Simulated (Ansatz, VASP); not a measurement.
One calculation of Si, two programs

Contents of INCAR:

```
SYSTEM = Si
PREC = Accurate
ENCUT = 600
EDIFF = 1E-6
ISMEAR = 0
SIGMA = 0.05
LREAL = .FALSE.
LASPH = .TRUE.
NELM = 60
ALGO = Normal
ISIF = 3
LWAVE = .FALSE.
LCHARG = .FALSE.
GGA = PE
IVDW = 12
IBRION = 2
NSW = 80
EDIFFG = -0.01
```

Contents of KPOINTS:

```
regular mesh
0
G
  13 13 13
  0 0 0
```

File POSCAR:

```
Si
1.0
   -1.6239020000      1.6688280000      1.3067170000
    1.6418680000     -1.6443510000      1.2986940000
    1.6105250000      1.6309750000     -1.2765570000
Si
1
Direct
    0.0055650000     -0.0036480000     -0.0086830000
```

input.yaml

```yaml
crystal:
  lattice:
    - [-1.623902, 1.668828, 1.306717]
    - [1.641868, -1.644351, 1.298694]
    - [1.610525, 1.630975, -1.276557]
  atoms:
    - { symbol: Si, position: [0.005565, -0.003648, -0.008683] }
kpoints:
  mp_grid: { grid: [13, 13, 13] }
scf:
  occupations: { method: gaussian, width: 0.05 }
hamiltonian:
  xc: pbe
  dispersion: d3bj
  pseudopotentials: { kind: all_electron, lapw: { basis_error: 0.001 } }
output:
  forces: true
  stress: true
relax:
  f_tol: 0.01
  max_steps: 60
  cell: {}
```

Change from the starting cell: cell strained at random at fixed volume.

Alike in both runs: task relaxation of cell and atoms; functional PBE; dispersion D3(BJ); k mesh 13 × 13 × 13; occupations gaussian, width 0.05 eV; no spin polarisation.

|  | VASP | Ansatz |
| --- | --- | --- |
| version | VASP 6.6.1 | Ansatz 0.2.0 |
| potentials or method | VASP PAW PBE potentials, release 64 (Si), cutoff 600 eV | all-electron LAPW, scalar-relativistic |

|  | VASP | Ansatz | Ansatz less VASP |
| --- | --- | --- | --- |
| gap on the k mesh at the Fermi level, each at its own relaxed structure (eV) | none | none | - |
| relaxed volume (Å³/atom) | 13.89 | 13.90 | +0.011 |
| relaxed cell length with the largest relative difference (Å) | 2.569 | 2.570 | +0.0009 |

A gap of «none» marks a metal or a gap that the smearing closes. Ansatz ran all-electron here, and VASP with PAW potentials.
